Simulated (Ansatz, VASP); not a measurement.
# Two plane-wave programs on Pd

File POSCAR:

```
Pd
1.0
   -1.5722810000      1.5722810000      1.5722810000
    1.5722810000     -1.5722810000      1.5722810000
    1.5722810000      1.5722810000     -1.5722810000
Pd
1
Direct
    0.0000000000      0.0000000000      0.0000000000
```

File INCAR.step1:

```
SYSTEM = Pd
PREC = Accurate
ENCUT = 520
EDIFF = 1E-5
ISMEAR = -1
SIGMA = 0.05
LREAL = .False.
LASPH = .True.
NELM = 150
ALGO = Normal
ISIF = 2
LWAVE = .True.
LCHARG = .False.
MAGMOM = 0 0 0
LORBIT = 11
LSORBIT = .True.
GGA_COMPAT = .False.
LORBMOM = .True.
LMAXMIX = 4
NBANDS = 21
GGA = PE
```

The input INCAR.step2:

```
SYSTEM = Pd
PREC = Accurate
ENCUT = 520
EDIFF = 1E-6
ISMEAR = -1
SIGMA = 0.05
LREAL = .False.
LASPH = .True.
NELM = 150
ALGO = Normal
ISIF = 2
LWAVE = .False.
LCHARG = .False.
MAGMOM = 0 0 0
LORBIT = 11
LSORBIT = .True.
GGA_COMPAT = .False.
LORBMOM = .True.
LMAXMIX = 4
GGA = PE
LHFCALC = .True.
HFSCREEN = 0.2079
PRECFOCK = Normal
NBANDS = 21
ISTART = 1
```

The input KPOINTS:

```
regular mesh
0
Gamma
  5 5 5
  0 0 0
```

The input input:

```
crystal:
  lattice:
    - [-1.572281, 1.572281, 1.572281]
    - [1.572281, -1.572281, 1.572281]
    - [1.572281, 1.572281, -1.572281]
  atoms:
    - { symbol: Pd, position: [0.0, 0.0, 0.0] }
hamiltonian:
  xc: hse06
  pseudopotentials: { kind: paw_fr }
magnetization:
  noncollinear: true
  spin_orbit: true
kpoints:
  mp_grid: { grid: [5, 5, 5] }
scf:
  occupations: { method: fermi_dirac, width: 0.05 }
output:
  forces: true
  stress: true
  eigenvalues: true
```

Alike in both runs: task single point; functional HSE06; k mesh 5 × 5 × 5; occupations fermi-dirac, width 0.05 eV; non-collinear spin, spin-orbit coupling.

|  | VASP | Ansatz |
| --- | --- | --- |
| version | VASP 6.6.1 | Ansatz 0.2.0 |
| potentials or method | VASP PAW PBE potentials, release 64 (Pd) | Ansatz PAW |
| plane-wave cutoff (eV) | 520 | 420 |
| valence electrons in the cell | 10 | 18 |

Ansatz gave:

- pressure (GPa): -1.3
- net moment per atom (μB): 0.00

Question: Which values does VASP return?

Answer: Pressure (GPa): -1.0; net moment per atom (μB): 0.00.

VASP's potentials hold 10 valence electrons a cell and Ansatz's 18, so a difference there can come from the potentials and not from the codes.

The k mesh is coarse, so the values compare programs but aren't converged.
